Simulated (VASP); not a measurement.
Here is a VASP 6.6.1 calculation.

The input POSCAR:

```
MoS2
1.0
    3.1841260822      0.0000000000      0.0000000000
   -1.5920630411      2.7575340760      0.0000000000
    0.0000000000      0.0000000000     17.3345999500
Mo S
1 2
Direct
    0.0000000000      0.0000000000      0.0000000000
    0.3333333333      0.6666666667      0.9105070200
    0.3333333333      0.6666666667      0.0894929800
```

File INCAR.step1:

```
SYSTEM = MoS2
PREC = Accurate
ENCUT = 520
EDIFF = 1E-5
ISMEAR = 0
SIGMA = 0.01
LREAL = .False.
LASPH = .True.
NELM = 100
ALGO = Normal
ISIF = 2
LWAVE = .True.
LCHARG = .False.
NBANDS = 20
GGA = PE
KPAR = 4
```

Contents of INCAR.step2:

```
SYSTEM = MoS2
PREC = Accurate
ENCUT = 520
EDIFF = 1E-6
ISMEAR = 0
SIGMA = 0.01
LREAL = .False.
LASPH = .True.
NELM = 100
ALGO = Normal
ISIF = 2
LWAVE = .False.
LCHARG = .False.
GGA = PE
LHFCALC = .True.
HFSCREEN = 0.2079
PRECFOCK = Normal
NBANDS = 20
ISTART = 1
KPAR = 4
```

The input KPOINTS:

```
Automatic mesh
0
Gamma
  6 6 2
  0 0 0
```

Potentials or basis: VASP PAW PBE potentials, release 64 (Mo_sv, S).

Run with:

```bash
$ cat potpaw_PBE.64/Mo_sv/POTCAR potpaw_PBE.64/S/POTCAR > POTCAR
$ cp INCAR.step1 INCAR
$ mpirun -np 4 vasp_std > vasp.out
$ cp INCAR.step2 INCAR
$ mpirun -np 4 vasp_std > vasp.out
```

Task: What does it give for the largest force?

Result: 0.322 eV/Å.

Task: What does it give for the band gap on the k mesh?

Result: 2.11 eV, indirect (the least direct gap lies 4.1 meV higher).

Forces on the atoms (eV/Å):
```
Mo   0.000  0.000  0.000
S    0.000  0.000  0.322
S    0.000  0.000 -0.322
```

Caveat: the PAW data sets were made with another functional, which shifts forces and pressure a little.
